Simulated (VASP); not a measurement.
A run of VASP 6.6.1:

The input INCAR:

```
SYSTEM = Zn7CdSi8P16
ALGO     = Normal         ! electronic algorithm
EDIFF    = 1E-6           ! SCF threshold, eV
ENCUT    = 500            ! plane-wave cutoff, eV
GGA      = PS             ! functional
GGA_COMPAT= .False.      
ISIF     = 2              ! what is computed and relaxed
ISMEAR   = -1             ! smearing method
ISYM     = -1           
LASPH    = .True.         ! aspherical terms in the spheres
LCHARG   = .True.         ! write CHGCAR
LELF     = .True.         ! ELF
LREAL    = Auto         
LVHAR    = .True.       
LWAVE    = .False.        ! write WAVECAR
NBANDS   = 246            ! bands
NELM     = 120            ! most SCF steps
PREC     = Accurate       ! precision mode
SIGMA    = 0.05           ! smearing width, eV
```

File KPOINTS:

```
explicit points
1
Reciprocal
  0.25000000   0.25000000   0.25000000 1
```

Contents of POSCAR:

```
Zn7CdSi8P16
1.0
   10.7718358926     -0.0000530007     -0.0000160172
   -0.0000529854     10.7749409251     -0.0000160173
   -0.0000149955     -0.0000149999     10.4633535743
Zn Cd Si P
14 2 16 32
Direct
    0.0007370000      0.0021240000      0.9981890000
    0.9977820000      0.4988330000      0.9980380000
    0.4999280000      0.5004760000      0.9997360000
    0.0006840000      0.2496850000      0.2501680000
    0.4986270000      0.2515610000      0.2519700000
    0.5016290000      0.7483580000      0.2519390000
    0.2485960000      0.9977960000      0.7481220000
    0.2501530000      0.5002750000      0.7499920000
    0.7520570000      0.0008320000      0.7487200000
    0.7502200000      0.4996820000      0.7492890000
    0.2495690000      0.2507390000      0.5006920000
    0.2515260000      0.7488650000      0.5014490000
    0.7493620000      0.2502110000      0.4999990000
    0.7479710000      0.7519240000      0.5020560000
    0.5003390000      0.0013050000      0.0009970000
    0.0015170000      0.7511630000      0.2511930000
    0.0006460000      0.0031690000      0.5017320000
    0.0000240000      0.4985590000      0.5002620000
    0.5006850000      0.0008350000      0.4993750000
    0.5005070000      0.5002190000      0.4983450000
    0.2508640000      0.0030770000      0.2509970000
    0.2524470000      0.4982940000      0.2484520000
    0.7503630000      0.0030480000      0.2499590000
    0.7483690000      0.4985040000      0.2496850000
    0.2484410000      0.2528360000      0.9981630000
    0.2501050000      0.7479030000      0.9982530000
    0.7529350000      0.2533070000      0.9994360000
    0.7505550000      0.7481740000      0.9970470000
    0.0004300000      0.2509560000      0.7497790000
    0.0005940000      0.7504300000      0.7488120000
    0.4999550000      0.2526290000      0.7478400000
    0.5002920000      0.7486920000      0.7467560000
    0.1330160000      0.1256710000      0.1237120000
    0.1372030000      0.6161520000      0.1171810000
    0.6387080000      0.1352020000      0.1315870000
    0.6328340000      0.6249280000      0.1243030000
    0.1173790000      0.1258990000      0.6259020000
    0.1171750000      0.6243830000      0.6239170000
    0.6172500000      0.1249230000      0.6251980000
    0.6169670000      0.6235370000      0.6235200000
    0.3688490000      0.3733200000      0.1237150000
    0.3604920000      0.8674810000      0.1319470000
    0.8690700000      0.3761740000      0.1253860000
    0.8607070000      0.8813030000      0.1169580000
    0.3757800000      0.1191990000      0.3752270000
    0.3747740000      0.6167780000      0.3743840000
    0.8754490000      0.1179070000      0.3753590000
    0.8672430000      0.6112360000      0.3814370000
    0.1254060000      0.3826230000      0.3739680000
    0.1322020000      0.8909530000      0.3834360000
    0.6236340000      0.3814190000      0.3746030000
    0.6253180000      0.8838040000      0.3738650000
    0.1229500000      0.3693260000      0.8739040000
    0.1245180000      0.8667470000      0.8749670000
    0.6247830000      0.3680190000      0.8745020000
    0.6300500000      0.8608260000      0.8664400000
    0.3827010000      0.3766260000      0.6234230000
    0.3833640000      0.8749520000      0.6240950000
    0.8827430000      0.3740300000      0.6247890000
    0.8835710000      0.8756000000      0.6238290000
    0.3675650000      0.1390280000      0.8665570000
    0.3760610000      0.6328750000      0.8734120000
    0.8752660000      0.1338120000      0.8740370000
    0.8762220000      0.6316500000      0.8733650000
```

Potentials or basis: VASP PAW PBE potentials, release 64 (Zn, Cd, Si, P).

The run is started by

```bash
$ cat potpaw_PBE.64/Zn/POTCAR potpaw_PBE.64/Cd/POTCAR potpaw_PBE.64/Si/POTCAR potpaw_PBE.64/P/POTCAR > POTCAR
$ mpirun -np 1 vasp_std > vasp.out
```

Hardware: 1 thread of Intel(R) Xeon(R) 6975P-C (Granite Rapids), on a shared host.

**Question.** How long does it take, and how much memory?

**Answer.** It took 6.8 min on 1 thread of Intel(R) Xeon(R) 6975P-C (Granite Rapids), with other jobs on the host, peak memory 1.1 GiB. Counts: scf iterations 17, k points 1.
